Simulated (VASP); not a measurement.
Crystal: Mg4Se.

```
CELL_PARAMETERS angstrom
3.24759 -5.66623 0.00000
3.24759 5.66623 0.00000
0.00000 0.00000 6.36641
ATOMIC_POSITIONS crystal
Mg 0.48232 0.21571 0.82683
Mg 0.51768 0.78429 0.82683
Mg 0.98232 0.71571 0.67317
Mg 0.78429 0.51768 0.17317
Mg 0.71571 0.98232 0.32683
Mg 0.21571 0.48232 0.17317
Mg 0.28429 0.01768 0.32683
Mg 0.01768 0.28429 0.67317
Se 0.00000 0.00000 0.00000
Se 0.50000 0.50000 0.50000
```

The cell was generated, and may not be a known phase.

* Program: VASP 6.6.1
* Task: relaxation of cell and atoms
* Functional: PBE
* Potentials or basis: VASP PAW PBE potentials, release 64 (Mg, Se)
* Cutoff: 600 eV
* k mesh: 6 × 6 × 6
* Occupations: gaussian, width 0.1 eV
* Spin: no spin polarisation

At the start: pressure 0.4 GPa; volume 23.43 Å³/atom.

Q: How do energy, volume and symmetry change on relaxing?

A: Over 18 steps the energy falls by 5.3 meV/atom and the volume is 23.85 Å³/atom (+1.8 %); space group Ccce (No. 68, to 0.1 Å) before and after.

Step by step:
| step | energy change (eV) | largest force (eV/Å) | pressure (GPa) | volume (Å³) |
| --- | --- | --- | --- | --- |
| 1 | 0.0000 | 0.0979 | 0.38 | 234.30 |
| 2 | -0.0107 | 0.0946 | 0.09 | 236.17 |
| 3 | -0.0178 | 0.0941 | -0.36 | 239.26 |
| 4 | -0.0272 | 0.0867 | -0.19 | 238.23 |
| 5 | -0.0361 | 0.0714 | 0.35 | 235.25 |
| 6 | -0.0414 | 0.0539 | 0.28 | 235.86 |
| 7 | -0.0462 | 0.0637 | 0.08 | 237.68 |
| 8 | -0.0465 | 0.0547 | 0.11 | 237.34 |
| 9 | -0.0488 | 0.0450 | 0.01 | 238.02 |
| 10 | -0.0505 | 0.0285 | -0.22 | 239.60 |
| 11 | -0.0518 | 0.0231 | -0.11 | 238.87 |
| 12 | -0.0520 | 0.0249 | -0.03 | 238.40 |
| 13 | -0.0524 | 0.0195 | 0.00 | 238.21 |
| 14 | -0.0527 | 0.0108 | 0.07 | 237.78 |
| 15 | -0.0530 | 0.0123 | 0.00 | 238.28 |
| 16 | -0.0530 | 0.0133 | -0.02 | 238.41 |
| 17 | -0.0531 | 0.0111 | -0.02 | 238.43 |
| 18 | -0.0534 | 0.0050 | 0.00 | 238.48 |

Final structure:
```
CELL_PARAMETERS angstrom
3.26269 -5.83179 0.00000
3.26269 5.83179 0.00000
0.00000 0.00000 6.26665
ATOMIC_POSITIONS crystal
Mg 0.49321 0.21611 0.81561
Mg 0.50679 0.78389 0.81561
Mg 0.99321 0.71611 0.68439
Mg 0.78389 0.50679 0.18439
Mg 0.71611 0.99321 0.31561
Mg 0.21611 0.49321 0.18439
Mg 0.28389 0.00679 0.31561
Mg 0.00679 0.28389 0.68439
Se 0.00000 0.00000 0.00000
Se 0.50000 0.50000 0.50000
```
